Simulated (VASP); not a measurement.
# KBr (F-43m) in VASP: a series of runs

KBr is run at these levels: r2SCAN, PBEsol; tasks: single point.

Program: VASP 6.6.1. These are calculated values, not measurements. Logs are shortened: lines on timing, memory, paths and dates and some standing lists are left out, and cuts for length are marked.

## (1) The cell of the first run

Symmetry: F-43m, No. 216, cubic system. Conventional cell: a = 7.377 Å, b = 7.377 Å, c = 7.377 Å, α = 90.00°, β = 90.00°, γ = 90.00°. Within 4.2 Å of K (site symmetry -43m) lie 4 Br at 3.19 Å. Within 4.2 Å of Br (site symmetry -43m) lie 4 K at 3.19 Å.

## (2) Single point, r2SCAN

Contents of POSCAR:

```
KBr
1.0
    0.0000000000      3.6882992926      3.6882992926
    3.6882992926      0.0000000000      3.6882992926
    3.6882992926      3.6882992926      0.0000000000
K Br
1 1
Direct
    0.0000000000      0.0000000000      0.0000000000
    0.2500000000      0.2500000000      0.2500000000
```

Contents of INCAR.step1:

```
SYSTEM = KBr
PREC = Accurate ; ENCUT = 550
ISMEAR = 0 ; SIGMA = 0.01
LREAL = .FALSE. ; LASPH = .TRUE.
NELM = 120 ; NBANDS = 15
GGA = PE ; ALGO = Normal
EDIFF = 1E-5 ; LWAVE = .TRUE.
LCHARG = .FALSE. ; GGA_COMPAT = .FALSE.
```

Contents of INCAR.step2:

```
SYSTEM = KBr
PREC = Accurate ; ENCUT = 550
EDIFF = 1E-6 ; ISMEAR = 0
SIGMA = 0.01 ; LREAL = .FALSE.
LASPH = .TRUE. ; NELM = 120
ALGO = Normal ; ISIF = 2
LWAVE = .FALSE. ; LCHARG = .FALSE.
METAGGA = R2SCAN ; LMIXTAU = .TRUE.
NBANDS = 15 ; ISTART = 1
GGA_COMPAT = .FALSE.
```

Contents of KPOINTS:

```
Automatic mesh
0
G
  4 4 4
  0 0 0
```

Potentials or basis: VASP PAW PBE potentials, release 64 (K_sv, Br).

Launch:

```
$ cat potpaw_PBE.64/K_sv/POTCAR potpaw_PBE.64/Br/POTCAR > POTCAR
$ cp INCAR.step1 INCAR
$ mpirun -np 1 vasp_std > vasp.out
$ cp INCAR.step2 INCAR
$ mpirun -np 1 vasp_std > vasp.out
```

OUTCAR:

```text
SYSTEM = KBr
   PREC = Accurate
   ENCUT = 550
   EDIFF = 1E-6
   ISMEAR = 0
   LREAL = .FALSE.
   LASPH = .TRUE.
   NELM = 120
   ISIF = 2
   METAGGA = R2SCAN
   ISTART = 1

 ion  position               nearest neighbor table
   1  0.000  0.000  0.000-   2 3.19   2 3.19   2 3.19   2 3.19
   2  0.250  0.250  0.250-   1 3.19   1 3.19   1 3.19   1 3.19

  LATTYP: Found a face centered cubic cell.
 ALAT       =     7.3765985852

  Lattice vectors:

 A1 = (   0.0000000000,   3.6882992926,   3.6882992926)
 A2 = (   3.6882992926,   0.0000000000,   3.6882992926)
 A3 = (   3.6882992926,   3.6882992926,   0.0000000000)

Analysis of symmetry for initial positions (statically):
=====================================================================
 Subroutine PRICEL returns:
 Original cell was already a primitive cell.

 Routine SETGRP: Setting up the symmetry group for a
 face centered cubic supercell.

 Subroutine GETGRP returns: Found 24 space group operations
 (whereof 24 operations were pure point group operations)
 out of a pool of 48 trial point group operations.

The static configuration has the point symmetry T_d .

Analysis of symmetry for dynamics (positions and initial velocities):
=====================================================================
 Subroutine PRICEL returns:
 Original cell was already a primitive cell.

 Routine SETGRP: Setting up the symmetry group for a
 face centered cubic supercell.

 Subroutine GETGRP returns: Found 24 space group operations
 (whereof 24 operations were pure point group operations)
 out of a pool of 48 trial point group operations.

The dynamic configuration has the point symmetry T_d .

 Subroutine INISYM returns: Found 24 space group operations
 (whereof 24 operations are pure point group operations),
 and found     1 'primitive' translations

----------------------------------------------------------------------------------------

                                     Primitive cell

  volume of cell :     100.3479

  direct lattice vectors                    reciprocal lattice vectors
     0.000000000  3.688299293  3.688299293    -0.135563836  0.135563836  0.135563836
     3.688299293  0.000000000  3.688299293     0.135563836 -0.135563836  0.135563836
     3.688299293  3.688299293  0.000000000     0.135563836  0.135563836 -0.135563836

  length of vectors
     5.216042882  5.216042882  5.216042882     0.234803451  0.234803451  0.234803451

  position of ions in fractional coordinates (direct lattice)
     0.000000000  0.000000000  0.000000000
     0.250000000  0.250000000  0.250000000

  ion indices of the primitive-cell ions
   primitive index   ion index
                 1           1
                 2           2

----------------------------------------------------------------------------------------

 KPOINTS: Automatic mesh

Automatic generation of k-mesh.
 Grid dimensions read from file:
 generate k-points for:    4    4    4

 Generating k-lattice:

  Cartesian coordinates                     Fractional coordinates (reciprocal lattice)
    -0.033890959  0.033890959  0.033890959     0.250000000  0.000000000  0.000000000
     0.033890959 -0.033890959  0.033890959     0.000000000  0.250000000  0.000000000
     0.033890959  0.033890959 -0.033890959     0.000000000  0.000000000  0.250000000

  Length of vectors
     0.058700863  0.058700863  0.058700863

  Shift w.r.t. Gamma in fractional coordinates (k-lattice)
     0.000000000  0.000000000  0.000000000

 Subroutine IBZKPT returns following result:
 ===========================================

 Found      8 irreducible k-points:

 Following reciprocal coordinates:
            Coordinates               Weight
  0.000000  0.000000  0.000000      1.000000
  0.250000  0.000000  0.000000      8.000000
  0.500000  0.000000  0.000000      4.000000
  0.250000  0.250000  0.000000      6.000000
  0.500000  0.250000  0.000000     24.000000
 -0.250000  0.250000  0.000000     12.000000
  0.500000  0.500000  0.000000      3.000000
 -0.250000  0.500000  0.250000      6.000000
   k-points           NKPTS =      8   k-points in BZ     NKDIM =      8   number of bands    NBANDS=     15
   number of dos      NEDOS =    301   number of ions     NIONS =      2
   total plane-waves  NPLWV =  64000
   dimension x,y,z NGX =    40 NGY =   40 NGZ =   40
   dimension x,y,z NGXF=    80 NGYF=   80 NGZF=   80
   ions per type =               1   1
   NGX,Y,Z   is equivalent  to a cutoff of  12.75, 12.75, 12.75 a.u.
   NGXF,Y,Z  is equivalent  to a cutoff of  25.50, 25.50, 25.50 a.u.
 SYSTEM =  KBr
   PREC   = accura    normal or accurate (medium, high low for compatibility)
   ISTART =      1    job   : 0-new  1-cont  2-samecut
   ICHARG =      0    charge: 1-file 2-atom 10-const
   ISPIN  =      1    spin polarized calculation?
   LNONCOLLINEAR =      F non collinear calculations
   LSORBIT =      F    spin-orbit coupling
   LASPH  =      T    aspherical Exc in radial PAW
   ENCUT  =  550.0 eV  40.42 Ry    6.36 a.u.   9.97  9.97  9.97*2*pi/ulx,y,z
   NELM   =    120;   NELMIN=  2; NELMDL=  0     # of ELM steps
   EDIFF  = 0.1E-05   stopping-criterion for ELM
   LREAL  =      F    real-space projection
   EDIFFG = 0.1E-04   stopping-criterion for IOM
   NSW    =      0    number of steps for IOM
   IBRION =     -1    ionic relax: 0-MD 1-quasi-New 2-CG
   NFREE  =      0    steps in history (QN), initial steepest desc. (CG)
   ISIF   =      2    stress and relaxation
   ISYM   =      2    0-nonsym 1-usesym 2-fastsym
   POTIM  = 0.5000    time-step for ionic-motion
   TEBEG  =    0.0;   TEEND  =   0.0 temperature during run
   PSTRESS=    0.0 pullay stress
   NELECT =      16.0000    total number of electrons
   NUPDOWN=      -1.0000    fix difference up-down
   EMIN   =  10.00;   EMAX   =-10.00  energy-range for DOS
   EFERMI =   0.00;   METHOD = LEGACY
   ISMEAR =     0;   SIGMA  =   0.01  broadening in eV -4-tet -1-fermi 0-gaus
   EFERMI_NEDOS =   21; number of points for ismear=-14 and -15
   IALGO  =     38    algorithm
   IMIX   =      4    mixing-type and parameters
     AMIX     =   0.40;   BMIX     =  1.00
     AMIX_MAG =   1.60;   BMIX_MAG =  1.00
  volume/ion in A,a.u.               =      50.17       338.59
  Fermi-wavevector in a.u.,A,eV,Ry     =   0.887725  1.677558 10.722159  0.788056
  Thomas-Fermi vector in A             =   2.009061
   LORBIT       =      0    0 simple, 1 ext, 2 COOP (PROOUT), +10 PAW based schemes
   METAGGA = R2SCAN    functional components
   LHFCALC =     F    Hartree Fock is set to
   AEXX    =    0.0000 exact exchange contribution
   IVDW    =     0    specifies the selected vdW correction
   LEPSILON=     F    determine dielectric tensor
   LRPA    =     F    only Hartree local field effects (RPA)
 non-spin polarized calculation
 Gauss-broadening in eV      SIGMA  =   0.01
  energy-cutoff  :      550.00
  volume of cell :      100.35
 maximum number of plane-waves:      2954
   NGX = 19   NGY = 19   NGZ = 19

 number of electron      15.9999997 magnetization

 Free energy of the ion-electron system (eV)
  ---------------------------------------------------
  ext. energy  EPLUGINS =         0.00000000
  ---------------------------------------------------
  free energy    TOTEN  =       -22.96779602 eV

  energy without entropy =      -22.96779602  energy(sigma->0) =      -22.96779602

 E-fermi :  -3.3742     XC(G=0):  -6.1889

 val. band max:       -3.5067824319   @ k =  -0.2500   0.2500   0.0000
 cond. band min:       1.3350295959   @ k =   0.0000   0.0000   0.0000
 fundamental gap:      4.8418120278
 Fermi energy:        -3.3742366255

 k-point     1 :       0.0000    0.0000    0.0000
  band No.  band energies     occupation
      1     -32.4229      2.00000
      2     -15.8133      2.00000
      3     -15.1457      2.00000
      4     -15.1457      2.00000
      5     -15.1457      2.00000
      6      -3.5213      2.00000
      7      -3.5213      2.00000
      8      -3.5213      2.00000
      9       1.3350      0.00000
     10       5.8488      0.00000
     11       5.8488      0.00000
     12       6.8376      0.00000
     13       6.8376      0.00000
     14       6.8376      0.00000
     15       7.6673      0.00000

 k-point     2 :       0.2500    0.0000    0.0000
  band No.  band energies     occupation
      1     -32.4222      2.00000
      2     -15.9201      2.00000
      3     -15.1490      2.00000
      4     -15.1490      2.00000
      5     -15.0259      2.00000
      6      -3.7267      2.00000
      7      -3.5144      2.00000
      8      -3.5144      2.00000
      9       2.2149      0.00000
     10       5.4429      0.00000
     11       5.4429      0.00000
     12       5.7553      0.00000
     13       6.7570      0.00000
     14       7.2983      0.00000
     15       7.2983      0.00000

 k-point     3 :       0.5000    0.0000    0.0000
  band No.  band energies     occupation
      1     -32.4215      2.00000
      2     -16.0029      2.00000
      3     -15.1522      2.00000
      4     -15.1522      2.00000
      5     -14.9305      2.00000
      6      -3.8864      2.00000
      7      -3.5082      2.00000
      8      -3.5082      2.00000
      9       3.6702      0.00000
     10       3.9787      0.00000
     11       5.3808      0.00000
     12       5.3808      0.00000
     13       6.8963      0.00000
     14       6.8963      0.00000
     15       7.5466      0.00000

 k-point     4 :       0.2500    0.2500    0.0000
  band No.  band energies     occupation
      1     -32.4220      2.00000
      2     -15.9488      2.00000
      3     -15.1535      2.00000
      4     -15.1535      2.00000
      5     -14.9859      2.00000
      6      -3.7584      2.00000
      7      -3.5246      2.00000
      8      -3.5246      2.00000
      9       2.4639      0.00000
     10       4.4318      0.00000
     11       6.0900      0.00000
     12       6.3593      0.00000
     13       7.1450      0.00000
     14       7.1450      0.00000
     15       7.6068      0.00000

 k-point     5 :       0.5000    0.2500    0.0000
  band No.  band energies     occupation
      1     -32.4212      2.00000
      2     -16.0249      2.00000
      3     -15.1632      2.00000
      4     -15.1567      2.00000
      5     -14.8907      2.00000
      6      -3.8319      2.00000
      7      -3.6004      2.00000
      8      -3.5172      2.00000
      9       3.3385      0.00000
     10       4.2074      0.00000
     11       5.4422      0.00000
     12       5.9194      0.00000
     13       7.1242      0.00000
     14       7.2275      0.00000
     15       7.5134      0.00000

 k-point     6 :      -0.2500    0.2500    0.0000
  band No.  band energies     occupation
      1     -32.4215      2.00000
      2     -16.0010      2.00000
      3     -15.1632      2.00000
      4     -15.1522      2.00000
      5     -14.9213      2.00000
      6      -3.7768      2.00000
      7      -3.6262      2.00000
      8      -3.5068      2.00000
      9       3.1850      0.00000
     10       4.5904      0.00000
     11       5.2362      0.00000
     12       5.4043      0.00000
     13       7.1611      0.00000
     14       7.3995      0.00000
     15       7.5240      0.00000

 k-point     7 :       0.5000    0.5000    0.0000
  band No.  band energies     occupation
      1     -32.4210      2.00000
      2     -16.0482      2.00000
      3     -15.1613      2.00000
      4     -15.1613      2.00000
      5     -14.8626      2.00000
      6      -3.9252      2.00000
      7      -3.5257      2.00000
      8      -3.5257      2.00000
      9       3.0181      0.00000
     10       4.2667      0.00000
     11       6.3686      0.00000
     12       6.7397      0.00000
     13       6.7397      0.00000
     14       6.9205      0.00000
     15       7.2152      0.00000

 k-point     8 :      -0.2500    0.5000    0.2500
  band No.  band energies     occupation
      1     -32.4210      2.00000
      2     -16.0466      2.00000
      3     -15.1671      2.00000
      4     -15.1614      2.00000
      5     -14.8584      2.00000
      6      -3.7511      2.00000
      7      -3.7091      2.00000
      8      -3.5333      2.00000
      9       3.2859      0.00000
     10       4.2768      0.00000
     11       5.9905      0.00000
     12       6.2592      0.00000
     13       6.5580      0.00000
     14       6.9779      0.00000
     15       7.6620      0.00000

------------------------ aborting loop because EDIFF is reached ----------------------------------------

  FORCE on cell =-STRESS in cart. coord.  units (eV):
  Direction    XX          YY          ZZ          XY          YZ          ZX
  --------------------------------------------------------------------------------------
  -------------------------------------------------------------------------------------
  Total        0.0078515      0.0078515      0.0078515      0.0000000      0.0000000      0.0000000
  in kB        0.1253582      0.1253582      0.1253582      0.0000000      0.0000000      0.0000000
  external PRESSURE =       0.1253582 kB  Pullay stress =       0.0000000 kB

 VOLUME and BASIS-vectors are now :
 -----------------------------------------------------------------------------
  energy-cutoff  :      550.00
  volume of cell :      100.35
      direct lattice vectors                 reciprocal lattice vectors
     0.000000000  3.688299293  3.688299293    -0.135563836  0.135563836  0.135563836
     3.688299293  0.000000000  3.688299293     0.135563836 -0.135563836  0.135563836
     3.688299293  3.688299293  0.000000000     0.135563836  0.135563836 -0.135563836

 POSITION                                       TOTAL-FORCE (eV/Angst)
 -----------------------------------------------------------------------------------
      0.00000      0.00000      0.00000        -0.000000     -0.000000     -0.000000
      1.84415      1.84415      1.84415         0.000000      0.000000      0.000000
 -----------------------------------------------------------------------------------
    total drift:                               -0.000000     -0.000000     -0.000000

  FREE ENERGIE OF THE ION-ELECTRON SYSTEM (eV)
  ---------------------------------------------------
  free  energy   TOTEN  =       -22.9677960175 eV

  energy  without entropy=      -22.9677960175  energy(sigma->0) =      -22.96779602
```

Wall time 86 s (1 thread of AMD EPYC 7R43 (Zen 3), shared host); peak memory 0.22 GiB.

What came out:

- Free energy: -22.9678 eV
- Pressure: 0.0 GPa
- Band gap on the k mesh: 4.84 eV, indirect (least direct gap 4.86 eV)

Levels at points of the mesh, in eV from the valence-band top:
```
           k point  band 5  band 6  band 7  band 8  band 9  band 10  band 11  band 12
(0.00, 0.00, 0.00)  -11.64   -0.01   -0.01   -0.01    4.84     9.36     9.36    10.34
(0.50, 0.00, 0.00)  -11.42   -0.38    0.00    0.00    7.18     7.49     8.89     8.89
(0.50, 0.50, 0.00)  -11.36   -0.42   -0.02   -0.02    6.52     7.77     9.88    10.25
```

Caveat: the PAW data sets were made with another functional, which shifts forces and pressure a little. r2SCAN opens gaps a little over a GGA but as a rule still falls short of measured ones.

## (3) Single point, PBEsol

Contents of INCAR:

```
SYSTEM = KBr
  PREC = Accurate
  ENCUT = 500
  EDIFF = 1E-6
  ISMEAR = 0
  SIGMA = 0.01
  LREAL = .False.
  LASPH = .True.
  NELM = 120
  ALGO = Normal
  ISIF = 2
  LWAVE = .False.
  LCHARG = .False.
  GGA = PS
  NBANDS = 15
  ISYM = 0
  GGA_COMPAT = .False.
```

Contents of KPOINTS:

```
Automatic mesh
0
Gamma
  4 4 4
  0.5 0.5 0.5
```

POSCAR is that of step 2.

Potentials or basis: VASP PAW PBE potentials, release 64 (K_sv, Br).

Launch:

```
$ cat potpaw_PBE.64/K_sv/POTCAR potpaw_PBE.64/Br/POTCAR > POTCAR
$ mpirun -np 1 vasp_std > vasp.out
```

Wall time 3 min (1 thread of AMD EPYC 7R43 (Zen 3), shared host); peak memory 0.32 GiB.

Results (log left out):

```yaml
Free_energy: -6.2278 eV
Pressure: -0.2 GPa
Band_gap_on_the_k_mesh: 4.55 eV, indirect (least direct gap 4.56 eV)
```

Levels at points of the mesh, in eV from the valence-band top:
```tsv
k point	band 4	band 5	band 6	band 7	band 8	band 9	band 10	band 11	band 12	band 13
(0.12, 0.12, 0.12)	-11.20	-11.17	-0.08	-0.01	-0.01	4.55	8.44	8.44	9.41	9.85
```

Caveat: the PAW data sets were made with another functional, which shifts forces and pressure a little. As with any semilocal functional, this PBEsol gap is likely too small.
